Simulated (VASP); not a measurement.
Input of a VASP 6.6.1 run:

Contents of INCAR:

```
SYSTEM = Ge
  ALGO = Normal
  EDIFF = 1E-6
  ENCUT = 520
  GGA = PE
  ISIF = 2
  ISMEAR = -5
  IVDW = 12
  LASPH = .TRUE.
  LCHARG = .TRUE.
  LELF = .TRUE.
  LREAL = .FALSE.
  LVHAR = .TRUE.
  LWAVE = .FALSE.
  NBANDS = 13
  NELM = 80
  PREC = Accurate
  SIGMA = 0.1
```

KPOINTS

```
k-points
0
G
  15 15 15
  0 0 0
```

POSCAR

```
Ge
1.0
    2.6360319008      0.0000000000      0.0000000000
    0.0000000000      2.6360319008      0.0000000000
    0.0000000000      0.0000000000      2.6360319008
Ge
1
Direct
    0.0000000000      0.0000000000      0.0000000000
```

Potentials or basis: VASP PAW PBE potentials, release 64 (Ge_d).

The run is started by

```bash
$ cat potpaw_PBE.64/Ge_d/POTCAR > POTCAR
$ mpirun -np 1 vasp_std > vasp.out
```

(1) Predict the band gap on the k mesh.

(2) What does it give for the pressure?

(3) Estimate the dispersion energy per atom.

Answers

(1) zero (band 7 reaches 13.86 eV, above the bottom of band 8 at 4.32 eV).

(2) 3.4 GPa.

(3) -0.365 eV.

Caveat: three body term missing; pairwise dispersion overbinds metals, which lowers pressure and volume; tetrahedron occupations give inexact forces and stress in metals.
